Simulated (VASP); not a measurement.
**BN: single point with r2SCAN**

Crystal: BN.

```xyz
2
Lattice="0.0000 1.7680 1.7680 1.7680 0.0000 1.7680 1.7680 1.7680 0.0000" Properties=species:S:1:pos:R:3 pbc="T T T"
B     0.0000    0.0000    0.0000
N     2.6520    2.6520    2.6520
```

```yaml
Program: VASP 6.6.1
Task: single point
Functional: r2SCAN
Potentials_or_basis: VASP PAW PBE potentials, release 64 (B, N)
Cutoff: 520 eV
k_mesh: 12 × 12 × 12
Occupations: gaussian, width 0.02 eV
Spin: no spin polarisation
Dipole_correction: no
Further_INCAR_settings: ALGO = Normal; EDIFF = 1e-07; NBANDS = 11
```

| Item | Value |
| --- | --- |
| Pressure | 28.5 GPa |
| Band gap on the k mesh | 5.05 eV (least direct gap 9.85 eV) |

Levels at points of the mesh, in eV from the valence-band top:
```tsv
k point	band 2	band 3	band 4	band 5	band 6	band 7
(0.00, 0.00, 0.00)	0.00	0.00	0.00	9.85	9.85	9.85
(0.50, 0.00, 0.00)	-11.72	-2.15	-2.15	11.70	11.84	11.84
(0.50, 0.50, 0.00)	-9.78	-5.44	-5.44	5.05	10.21	20.35
```

Wall time 26 s on 1 thread of Intel(R) Xeon(R) 6975P-C (Granite Rapids), with other jobs on the host, peak memory 0.12 GiB.

Caveat: the cell stands under pressure; the PAW data sets were made with another functional, which shifts forces and pressure a little. A k mesh can miss the band edges.
